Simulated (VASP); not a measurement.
Crystal: Ta.

```
Ta
1.0
    -1.65336    1.65336    1.65336
     1.65336   -1.65336    1.65336
     1.65336    1.65336   -1.65336
Ta
1
Direct
  0.00000 0.00000 0.00000
```

Base run:

```yaml
Program: VASP 6.6.1
Functional: r2SCAN
Potentials_or_basis: VASP PAW PBE potentials, release 64 (Ta_pv)
Cutoff: 520 eV
k_mesh: 13 × 13 × 13
Occupations: gaussian, width 0.03 eV
Spin: no spin polarisation
```

Its results: band gap on the k mesh zero (an odd number of electrons rules out a gap without spin polarisation); pressure 0.6 GPa.

**Question.** After a change of settings the same cell gave: band gap on the k mesh zero (an odd number of electrons rules out a gap without spin polarisation); pressure 5.3 GPa. Which change was it?
A. occupations from gaussian, width 0.03 eV to methfessel-paxton, width 0.1 eV; further incar settings from ALGO = Normal; EDIFF = 1e-06; NBANDS = 12 to ALGO = Normal; EDIFF = 1e-07; NBANDS = 12
B. occupations from gaussian, width 0.03 eV to methfessel-paxton, width 0.03 eV
C. occupations from gaussian, width 0.03 eV to fermi-dirac, width 0.6 eV

**Answer.** C.

Caveats: the PAW data sets were made with another functional, which shifts forces and pressure a little; spin-orbit coupling is left out, which moves the levels of the heavy elements; the cell stands under pressure (at least some runs); so wide a smearing shifts energies and pressures (at least some runs).
